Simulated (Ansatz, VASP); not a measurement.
Given: the input of a run of VASP 6.6.1 on InP.

Contents of INCAR:

```
PREC = Accurate
ENCUT = 520
EDIFF = 1E-6
ISMEAR = -1
SIGMA = 0.02
LREAL = False
LASPH = True
NELM = 100
ALGO = Normal
ISIF = 2
LWAVE = False
LCHARG = True
GGA = PE
LELF = True
LVHAR = True
NBANDS = 16
```

File KPOINTS:

```
regular mesh
0
Gamma
  4 4 4
```

File POSCAR:

```
InP
1.0
    0.0000000000      2.9305000000      2.9305000000
    2.9305000000      0.0000000000      2.9305000000
    2.9305000000      2.9305000000      0.0000000000
In P
1 1
Direct
    0.0000000000      0.0000000000      0.0000000000
    0.7500000000      0.7500000000      0.7500000000
```

Potentials or basis: VASP PAW PBE potentials, release 64 (In_d, P).

Run with:

```console
$ cat potpaw_PBE.64/In_d/POTCAR potpaw_PBE.64/P/POTCAR > POTCAR
$ mpirun -np 1 vasp_std > vasp.out
```

Question: Translate it to Ansatz 0.2.0. Potentials there: all-electron LAPW, scalar-relativistic.

Answer: As run (the cutoff follows the program's own potentials):

input.yaml

```yaml
crystal:
  lattice:
    - [0.0, 2.9305, 2.9305]
    - [2.9305, 0.0, 2.9305]
    - [2.9305, 2.9305, 0.0]
  atoms:
    - { symbol: In, position: [0.0, 0.0, 0.0] }
    - { symbol: P, position: [0.75, 0.75, 0.75] }
kpoints:
  mp_grid: { grid: [4, 4, 4] }
scf:
  occupations: { method: fermi_dirac, width: 0.02 }
hamiltonian:
  xc: pbe
  pseudopotentials: { kind: all_electron, lapw: { basis_error: 0.003 } }
output:
  forces: true
  stress: true
  eigenvalues: true
```

Potentials or basis: all-electron LAPW, scalar-relativistic.

The run is started by

```console
$ ansatz run input.yaml --threads 1 --pin off --max-ram 3072MiB --backend cpu --events-out ev --progress --plain --runs-dir out
```

Both were run:

|  | VASP | Ansatz | Ansatz less VASP |
| --- | --- | --- | --- |
| gap on the k mesh at the Fermi level (eV) | 0.70 | 0.70 | +0.002 |
| least direct gap on the mesh (eV) | 0.70 | 0.70 | +0.002 |
| pressure (GPa) | 3.5 | 3.5 | +0.07 |

Ansatz ran all-electron here, and VASP with PAW potentials.

The k mesh is coarse, so the values compare programs but aren't converged.
